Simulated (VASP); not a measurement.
A run of VASP 6.6.1:

The input INCAR:

```
  PREC = Accurate
  ENCUT = 520
  EDIFF = 1E-7
  ISMEAR = 0
  SIGMA = 0.2
  LREAL = False
  LASPH = True
  NELM = 80
  ALGO = Normal
  ISIF = 2
  LWAVE = False
  LCHARG = False
  GGA = PE
  NBANDS = 32
```

File KPOINTS:

```
regular mesh
0
Gamma
  6 6 2
```

File POSCAR:

```
Mg2Zn3O
1.0
    3.0303385372      0.0000000000      0.0000000000
   -1.5151692686      2.6243501553      0.0000000000
    0.0000000000      0.0000000000     11.0935281680
Mg Zn O
2 3 1
Direct
    0.6666666667      0.3333333333      0.8875454856
    0.3333333333      0.6666666667      0.1124545144
    0.3333333333      0.6666666667      0.6816460061
    0.0000000000      0.0000000000      0.5000000000
    0.6666666667      0.3333333333      0.3183539939
    0.0000000000      0.0000000000      0.0000000000
```

Potentials or basis: VASP PAW PBE potentials, release 64 (Mg, Zn, O).

Command:

```bash
$ cat potpaw_PBE.64/Mg/POTCAR potpaw_PBE.64/Zn/POTCAR potpaw_PBE.64/O/POTCAR > POTCAR
$ mpirun -np 1 vasp_std > vasp.out
```

Hardware: 1 thread of Intel(R) Xeon(R) 6975P-C (Granite Rapids), on a shared host.

Question: How long does it take, and how much memory?

Answer: Wall time 22 s on 1 thread of Intel(R) Xeon(R) 6975P-C (Granite Rapids) (shared host), peak memory 0.21 GiB. Counts: scf iterations 16, k points 14.
